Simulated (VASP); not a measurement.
# Al2O3 (R-3c) in VASP: single point with PBE

Aim: the single point of Al2O3 with PBE.

Program: VASP 6.6.1. These are calculated values, not measurements. Logs are shortened: lines on timing, memory, paths and dates and some standing lists are left out, and cuts for length are marked.

## Step 1: The cell of the first run

The structure is trigonal, space group R-3c (No. 167). Conventional cell: a = 4.805 Å, b = 4.805 Å, c = 13.116 Å, α = 90.00°, β = 90.00°, γ = 120.00°. Al (site symmetry 3) has 6 O at 1.87 to 1.99 Å within 2.5 Å. Within 2.5 Å of O (site symmetry 2) lie 4 Al at 1.87 to 1.99 Å.

## Step 2: Single point, PBE

INCAR reads:

```
SYSTEM = Al2O3
ALGO = Normal
EDIFF = 1E-6
ENCUT = 520
GGA = PE
ISIF = 2
ISMEAR = -1
LASPH = .TRUE.
LCHARG = .TRUE.
LELF = .TRUE.
LREAL = .FALSE.
LVHAR = .TRUE.
LWAVE = .FALSE.
NBANDS = 35
NELM = 100
PREC = Accurate
SIGMA = 0.02
```

KPOINTS reads:

```
k-points
0
G
  8 8 8
  0 0 0
```

POSCAR reads:

```
Al2O3
1.0
    2.4025136104      1.3870918797      4.3720844159
   -2.4025136104      1.3870918797      4.3720844159
    0.0000000000     -2.7741837594      4.3720844159
Al O
4 6
Direct
    0.6479040000      0.6479040000      0.6479040000
    0.8520960000      0.8520960000      0.8520960000
    0.1479040000      0.1479040000      0.1479040000
    0.3520960000      0.3520960000      0.3520960000
    0.4438545000      0.0561455000      0.7500000000
    0.9438545000      0.2500000000      0.5561455000
    0.0561455000      0.7500000000      0.4438545000
    0.7500000000      0.4438545000      0.0561455000
    0.2500000000      0.5561455000      0.9438545000
    0.5561455000      0.9438545000      0.2500000000
```

Potentials or basis: VASP PAW PBE potentials, release 64 (Al, O).

Command:

```sh
> cat potpaw_PBE.64/Al/POTCAR potpaw_PBE.64/O/POTCAR > POTCAR
> mpirun -np 1 vasp_std > vasp.out
```

OUTCAR:

```text
SYSTEM = Al2O3
   EDIFF = 1E-6
   ENCUT = 520
   GGA = PE
   ISIF = 2
   ISMEAR = -1
   LASPH = .TRUE.
   LREAL = .FALSE.
   NELM = 100
   PREC = Accurate

 ion  position               nearest neighbor table
   1  0.648  0.648  0.648-   6 1.87  10 1.87   9 1.87   5 1.99   7 1.99   8 1.99   2 2.68   4 2.82
                             4 2.82   4 2.82   2 3.25   2 3.25   2 3.25
   2  0.852  0.852  0.852-   9 1.87  10 1.87   6 1.87   5 1.99   8 1.99   7 1.99   1 2.68   3 2.82
                             3 2.82   3 2.82   1 3.25   1 3.25   1 3.25
   3  0.148  0.148  0.148-   8 1.87   5 1.87   7 1.87  10 1.99   9 1.99   6 1.99   4 2.68   2 2.82
                             2 2.82   2 2.82   4 3.25   4 3.25   4 3.25
   4  0.352  0.352  0.352-   7 1.87   5 1.87   8 1.87  10 1.99   6 1.99   9 1.99   3 2.68   1 2.82
                             1 2.82   1 2.82   3 3.25   3 3.25   3 3.25
   5  0.444  0.056  0.750-   3 1.87   4 1.87   1 1.99   2 1.99
   6  0.944  0.250  0.556-   1 1.87   2 1.87   4 1.99   3 1.99
   7  0.056  0.750  0.444-   4 1.87   3 1.87   1 1.99   2 1.99
   8  0.750  0.444  0.056-   3 1.87   4 1.87   2 1.99   1 1.99
   9  0.250  0.556  0.944-   2 1.87   1 1.87   3 1.99   4 1.99
  10  0.556  0.944  0.250-   1 1.87   2 1.87   3 1.99   4 1.99

  LATTYP: Found a trigonal (rhomboedric) cell.
 ALAT       =     5.1779549699
 COS(alpha) =     0.5694286086

  Lattice vectors:

 A1 = (   2.4025136104,   1.3870918797,   4.3720844159)
 A2 = (  -2.4025136104,   1.3870918797,   4.3720844159)
 A3 = (   0.0000000000,  -2.7741837594,   4.3720844159)

Analysis of symmetry for initial positions (statically):
=====================================================================
 Subroutine PRICEL returns:
 Original cell was already a primitive cell.

 Routine SETGRP: Setting up the symmetry group for a
 trigonal (rhombohedral) supercell.

 Subroutine GETGRP returns: Found 12 space group operations
 (whereof  6 operations were pure point group operations)
 out of a pool of 12 trial point group operations.

The static configuration has the point symmetry S_6 .
 The point group associated with its full space group is D_3d.

Analysis of symmetry for dynamics (positions and initial velocities):
=====================================================================
 Subroutine PRICEL returns:
 Original cell was already a primitive cell.

 Routine SETGRP: Setting up the symmetry group for a
 trigonal (rhombohedral) supercell.

 Subroutine GETGRP returns: Found 12 space group operations
 (whereof  6 operations were pure point group operations)
 out of a pool of 12 trial point group operations.

The dynamic configuration has the point symmetry S_6 .
 The point group associated with its full space group is D_3d.

 Subroutine INISYM returns: Found 12 space group operations
 (whereof  6 operations are pure point group operations),
 and found     1 'primitive' translations

----------------------------------------------------------------------------------------

                                     Primitive cell

  volume of cell :      87.4200

  direct lattice vectors                    reciprocal lattice vectors
     2.402513610  1.387091880  4.372084416     0.208115366  0.120155463  0.076241285
    -2.402513610  1.387091880  4.372084416    -0.208115366  0.120155463  0.076241285
     0.000000000 -2.774183759  4.372084416     0.000000000 -0.240310925  0.076241285

  length of vectors
     5.177954970  5.177954970  5.177954970     0.252115201  0.252115201  0.252115201

  position of ions in fractional coordinates (direct lattice)
     0.647904000  0.647904000  0.647904000
     0.852096000  0.852096000  0.852096000
     0.147904000  0.147904000  0.147904000
     0.352096000  0.352096000  0.352096000
     0.443854500  0.056145500  0.750000000
     0.943854500  0.250000000  0.556145500
     0.056145500  0.750000000  0.443854500
     0.750000000  0.443854500  0.056145500
     0.250000000  0.556145500  0.943854500
     0.556145500  0.943854500  0.250000000

  ion indices of the primitive-cell ions
   primitive index   ion index
                 1           1
                 2           2
                 3           3
                 4           4
                 5           5
                 6           6
                 7           7
                 8           8
                 9           9
                10          10

----------------------------------------------------------------------------------------

 KPOINTS: k-points

Automatic generation of k-mesh.
 Grid dimensions read from file:
 generate k-points for:    8    8    8

 Generating k-lattice:

  Cartesian coordinates                     Fractional coordinates (reciprocal lattice)
     0.026014421  0.015019433  0.009530161     0.125000000  0.000000000  0.000000000
    -0.026014421  0.015019433  0.009530161     0.000000000  0.125000000  0.000000000
     0.000000000 -0.030038866  0.009530161     0.000000000  0.000000000  0.125000000

  Length of vectors
     0.031514400  0.031514400  0.031514400

  Shift w.r.t. Gamma in fractional coordinates (k-lattice)
     0.000000000  0.000000000  0.000000000

 Subroutine IBZKPT returns following result:
 ===========================================

 Found     65 irreducible k-points:

 Following reciprocal coordinates:
            Coordinates               Weight
  0.000000  0.000000  0.000000      1.000000
  0.125000  0.000000  0.000000      6.000000
  0.250000  0.000000  0.000000      6.000000
  0.375000 -0.000000 -0.000000      6.000000
  0.500000  0.000000  0.000000      3.000000
  0.125000  0.125000  0.000000      6.000000
[... 16 lines left out ...]
  0.250000  0.125000  0.125000      6.000000
  0.375000  0.125000  0.125000      6.000000
 [... further k-points ...]
   k-points           NKPTS =     65   k-points in BZ     NKDIM =     65   number of bands    NBANDS=     35
   number of dos      NEDOS =    301   number of ions     NIONS =     10
   total plane-waves  NPLWV =  64000
   dimension x,y,z NGX =    40 NGY =   40 NGZ =   40
   dimension x,y,z NGXF=    80 NGYF=   80 NGZF=   80
   ions per type =               4   6
   NGX,Y,Z   is equivalent  to a cutoff of  12.84, 12.84, 12.84 a.u.
   NGXF,Y,Z  is equivalent  to a cutoff of  25.69, 25.69, 25.69 a.u.
 SYSTEM =  Al2O3
   PREC   = accura    normal or accurate (medium, high low for compatibility)
   ISTART =      0    job   : 0-new  1-cont  2-samecut
   ICHARG =      2    charge: 1-file 2-atom 10-const
   ISPIN  =      1    spin polarized calculation?
   LNONCOLLINEAR =      F non collinear calculations
   LSORBIT =      F    spin-orbit coupling
   LASPH  =      T    aspherical Exc in radial PAW
   ENCUT  =  520.0 eV  38.22 Ry    6.18 a.u.   9.63  9.63  9.63*2*pi/ulx,y,z
   NELM   =    100;   NELMIN=  2; NELMDL= -5     # of ELM steps
   EDIFF  = 0.1E-05   stopping-criterion for ELM
   LREAL  =      F    real-space projection
   EDIFFG = 0.1E-04   stopping-criterion for IOM
   NSW    =      0    number of steps for IOM
   IBRION =     -1    ionic relax: 0-MD 1-quasi-New 2-CG
   NFREE  =      0    steps in history (QN), initial steepest desc. (CG)
   ISIF   =      2    stress and relaxation
   ISYM   =      2    0-nonsym 1-usesym 2-fastsym
   POTIM  = 0.5000    time-step for ionic-motion
   TEBEG  =    0.0;   TEEND  =   0.0 temperature during run
   PSTRESS=    0.0 pullay stress
   NELECT =      48.0000    total number of electrons
   NUPDOWN=      -1.0000    fix difference up-down
   EMIN   =  10.00;   EMAX   =-10.00  energy-range for DOS
   EFERMI =   0.00;   METHOD = LEGACY
   ISMEAR =    -1;   SIGMA  =   0.02  broadening in eV -4-tet -1-fermi 0-gaus
   EFERMI_NEDOS =   21; number of points for ismear=-14 and -15
   IALGO  =     38    algorithm
   IMIX   =      4    mixing-type and parameters
     AMIX     =   0.40;   BMIX     =  1.00
     AMIX_MAG =   1.60;   BMIX_MAG =  1.00
  volume/ion in A,a.u.               =       8.74        58.99
  Fermi-wavevector in a.u.,A,eV,Ry     =   1.340556  2.533283 24.450898  1.797090
  Thomas-Fermi vector in A             =   2.468859
   LORBIT       =      0    0 simple, 1 ext, 2 COOP (PROOUT), +10 PAW based schemes
   GGA     = PE    functional components
   LHFCALC =     F    Hartree Fock is set to
   AEXX    =    0.0000 exact exchange contribution
   IVDW    =     0    specifies the selected vdW correction
   LEPSILON=     F    determine dielectric tensor
   LRPA    =     F    only Hartree local field effects (RPA)
 non-spin polarized calculation
  energy-cutoff  :      520.00
  volume of cell :       87.42
 maximum number of plane-waves:      2368
   NGX = 19   NGY = 19   NGZ = 19

 number of electron      48.0000009 magnetization

 Free energy of the ion-electron system (eV)
  ---------------------------------------------------
  ext. energy  EPLUGINS =         0.00000000
  ---------------------------------------------------
  free energy    TOTEN  =       -74.81175121 eV

  energy without entropy =      -74.81175121  energy(sigma->0) =      -74.81175121

 E-fermi :   6.3087     XC(G=0): -11.5482

 val. band max:        5.8203506117   @ k =   0.0000   0.0000   0.0000
 cond. band min:      11.6964411631   @ k =   0.0000   0.0000   0.0000
 fundamental gap:      5.8760905514
 Fermi energy:         6.3086830659

 k-point     1 :       0.0000    0.0000    0.0000
  band No.  band energies     occupation
      1     -13.2070      2.00000
      2     -10.9795      2.00000
      3     -10.7140      2.00000
      4     -10.7140      2.00000
      5     -10.4063      2.00000
      6     -10.4063      2.00000
[... 27 lines left out ...]
     34      19.0012      0.00000
     35      20.1846      0.00000

 k-point     2 :       0.1250    0.0000    0.0000
  band No.  band energies     occupation
      1     -13.1289      2.00000
      2     -11.0067      2.00000
      3     -10.7699      2.00000
      4     -10.7300      2.00000
      5     -10.4448      2.00000
      6     -10.4111      2.00000
[... 27 lines left out ...]
     34      18.6991      0.00000
     35      20.1303      0.00000
[... 796 lines left out ...]
     34      18.8041      0.00000
     35      19.9344      0.00000

 k-point    24 :       0.3750    0.1250    0.1250
  band No.  band energies     occupation
      1     -12.7579      2.00000
      2     -11.3568      2.00000
      3     -10.9483      2.00000
      4     -10.6497      2.00000
      5     -10.6473      2.00000
      6     -10.3718      2.00000
[... 27 lines left out ...]
     34      18.9028      0.00000
     35      19.4628      0.00000

 [... further k-points ...]
[... 5 lines left out ...]
  --------------------------------------------------------------------------------------
  -------------------------------------------------------------------------------------
  Total        0.2096996      0.2096996      0.1486505     -0.0000000     -0.0000000      0.0000000
  in kB        3.8432382      3.8432382      2.7243694     -0.0000000     -0.0000000      0.0000000
  external PRESSURE =       3.4702819 kB  Pullay stress =       0.0000000 kB

 VOLUME and BASIS-vectors are now :
 -----------------------------------------------------------------------------
  energy-cutoff  :      520.00
  volume of cell :       87.42
      direct lattice vectors                 reciprocal lattice vectors
     2.402513610  1.387091880  4.372084416     0.208115366  0.120155463  0.076241285
    -2.402513610  1.387091880  4.372084416    -0.208115366  0.120155463  0.076241285
     0.000000000 -2.774183759  4.372084416     0.000000000 -0.240310925  0.076241285

 POSITION                                       TOTAL-FORCE (eV/Angst)
 -----------------------------------------------------------------------------------
      0.00000      0.00000      8.49807        -0.000000      0.000000     -0.012714
      0.00000      0.00000     11.17631        -0.000000      0.000000      0.012714
      0.00000      0.00000      1.93995        -0.000000      0.000000     -0.012714
      0.00000      0.00000      4.61818        -0.000000      0.000000      0.012714
      0.93148     -1.38709      5.46511        -0.006450      0.000000      0.000000
      1.66699      0.11314      7.65115        -0.003225     -0.005586      0.000000
     -1.66699     -0.11314      5.46511         0.003225      0.005586      0.000000
      0.73552      1.50023      5.46511         0.003225     -0.005586      0.000000
     -0.73552     -1.50023      7.65115        -0.003225      0.005586      0.000000
     -0.93148      1.38709      7.65115         0.006450      0.000000      0.000000
 -----------------------------------------------------------------------------------
    total drift:                               -0.000000      0.000000     -0.000000

  FREE ENERGIE OF THE ION-ELECTRON SYSTEM (eV)
  ---------------------------------------------------
  free  energy   TOTEN  =       -74.8117512135 eV

  energy  without entropy=      -74.8117512135  energy(sigma->0) =      -74.81175121
```

It took 3.5 min on 1 thread of Intel Xeon Platinum 8259CL at 2.50GHz (Skylake/Cascade Lake), shared host; peak memory 0.31 GiB.

What came out:

```
Free energy            : -74.8118 eV
Pressure               : 0.3 GPa
Largest force          : 0.013 eV/Å
Band gap on the k mesh : 5.88 eV, direct
```

Forces in eV/Å, atoms in the order of the input:
```
Al   0.000  0.000 -0.013
Al   0.000  0.000  0.013
Al   0.000  0.000 -0.013
Al   0.000  0.000  0.013
O   -0.006  0.000  0.000
O   -0.003 -0.006  0.000
O    0.003  0.006  0.000
O    0.003 -0.006  0.000
O   -0.003  0.006  0.000
O    0.006  0.000  0.000
```

Stress tensor (GPa, compression positive):
```
0.38 0.00 0.00
0.00 0.38 0.00
0.00 0.00 0.27
```

Levels at points of the mesh, in eV from the valence-band top:
```tsv
k point	band 20	band 21	band 22	band 23	band 24	band 25	band 26	band 27	band 28	band 29
(0.00, 0.00, 0.00)	-0.46	-0.46	-0.03	-0.03	0.00	5.88	8.92	10.39	11.28	11.28
(0.50, 0.00, 0.00)	-1.28	-0.86	-0.86	-0.25	-0.25	9.16	9.16	9.37	9.37	11.61
(0.50, 0.50, 0.00)	-1.25	-0.97	-0.87	-0.70	-0.23	9.38	9.50	9.64	10.16	10.92
(0.50, 0.50, 0.50)	-1.92	-0.35	-0.35	-0.35	-0.35	8.38	8.38	10.87	10.87	12.11
```
